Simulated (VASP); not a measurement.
A run of VASP 6.6.1 is set up as follows.

INCAR

```
  PREC = Accurate
  ENCUT = 600
  EDIFF = 1E-7
  ISMEAR = 0
  SIGMA = 0.01
  LREAL = F
  LASPH = T
  NELM = 120
  ALGO = Normal
  ISIF = 3
  LWAVE = F
  LCHARG = F
  GGA = PE
  IBRION = 2
  NSW = 70
  EDIFFG = -0.004
  PSTRESS = 2500.0
  GGA_COMPAT = F
  NELMIN = 4
```

File KPOINTS:

```
Automatic mesh
0
Gamma
  16 16 16
```

The input POSCAR:

```
SiC
1.0
    0.0000000000      1.7639694161      1.7639694161
    1.7639694161      0.0000000000      1.7639694161
    1.7639694161      1.7639694161      0.0000000000
C Si
1 1
Direct
    0.0000000000      0.0000000000      0.0000000000
    0.5000000000      0.5000000000      0.5000000000
```

Potentials or basis: VASP PAW PBE potentials, release 64 (C, Si).

Run with:

```sh
$ cat potpaw_PBE.64/C/POTCAR potpaw_PBE.64/Si/POTCAR > POTCAR
$ mpirun -np 1 vasp_std > vasp.out
```

(1) Estimate the space group after relaxing (to 0.1 Å).

(2) Predict the band gap on the k mesh.

## Answers

(1) Fm-3m (No. 225).

(2) 0.22 eV (least direct gap 6.38 eV).

Caveat: the cell is relaxed towards a set pressure, so the run minimises the enthalpy, not the energy.
